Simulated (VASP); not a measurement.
Wanted: the native input for a VASP 6.6.1 run.

- Task: single point
- Functional: PBE
- Potentials or basis: VASP PAW PBE potentials, release 64 (Hf_pv, C)
- Cutoff: 520 eV
- k mesh: 20 × 20 × 20
- Occupations: gaussian, width 0.15 eV
- Spin: no spin polarisation
- Dipole correction: no
- Further INCAR settings: ALGO = Normal; EDIFF = 1e-06; NBANDS = 14

The structure of HfC lies in POSCAR:

```
HfC
1.0
    0.0000000000      2.3568532733      2.2625791424
    2.3568532733      0.0000000000      2.2625791424
    2.3568532733      2.3568532733      0.0000000000
Hf C
1 1
Direct
    0.5000000000      0.5000000000      0.5000000000
    0.0000000000      0.0000000000      0.0000000000
```

This cell differs from its parent crystal: ratio of the length along z to the lengths across it x 0.96, volume and fractional coordinates fixed.

One way to write it, as run:

INCAR

```
  PREC = Accurate
  ENCUT = 520
  EDIFF = 1E-6
  ISMEAR = 0
  SIGMA = 0.15
  LREAL = False
  LASPH = True
  NELM = 80
  ALGO = Normal
  ISIF = 2
  LWAVE = False
  LCHARG = True
  GGA = PE
  LELF = True
  LVHAR = True
  NBANDS = 14
```

KPOINTS

```
regular mesh
0
Gamma
  20 20 20
```

Potentials or basis: VASP PAW PBE potentials, release 64 (Hf_pv, C).

Command:

```bash
$ cat potpaw_PBE.64/Hf_pv/POTCAR potpaw_PBE.64/C/POTCAR > POTCAR
$ mpirun -np 1 vasp_std > vasp.out
```

It gave:

```
Pressure               : 0.3 GPa
Band gap on the k mesh : zero (bands 7 and 8 overlap by 1.81 eV)
```

Caveat: the stress differs along the axes, from -6 to 12 GPa; spin-orbit coupling is left out, which moves the levels of the heavy elements.

It took 93 s on 1 thread of Intel(R) Xeon(R) Platinum 8488C (Sapphire Rapids) (shared host), peak memory 0.34 GiB.
